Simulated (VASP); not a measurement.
Here is a VASP 6.6.1 calculation.

The input INCAR:

```
SYSTEM = CdS
PREC = Accurate ; ENCUT = 520
EDIFF = 1E-6 ; ISMEAR = 0
SIGMA = 0.01 ; LREAL = .False.
LASPH = .True. ; NELM = 80
ALGO = Normal ; ISIF = 2
LWAVE = .False. ; LCHARG = .False.
GGA = PE ; NBANDS = 16
```

File KPOINTS:

```
regular mesh
0
Gamma
  4 4 4
  0 0 0
```

File POSCAR:

```
CdS
1.0
    0.0000000000      2.9392148416      2.9392148416
    3.0861755837      0.0000000000      2.9392148416
    3.0861755837      2.9392148416      0.0000000000
Cd S
1 1
Direct
    0.0000000000      0.0000000000      0.0000000000
    0.2500000000      0.2500000000      0.2500000000
```

Potentials or basis: VASP PAW PBE potentials, release 64 (Cd, S).

Run with:

```bash
$ cat potpaw_PBE.64/Cd/POTCAR potpaw_PBE.64/S/POTCAR > POTCAR
$ mpirun -np 1 vasp_std > vasp.out
```

Question: Estimate the pressure.

Answer: -0.9 GPa.

Question: Estimate the band gap on the k mesh.

Answer: 0.92 eV, direct.

Stress tensor (GPa, compression positive):
```
-1.65  0.00  0.00
 0.00 -0.53  0.00
 0.00  0.00 -0.53
```

Caveat: the k points lie up to 0.46 Å⁻¹ apart; the cell differs from its parent crystal (uniaxial x strain +5.0%).
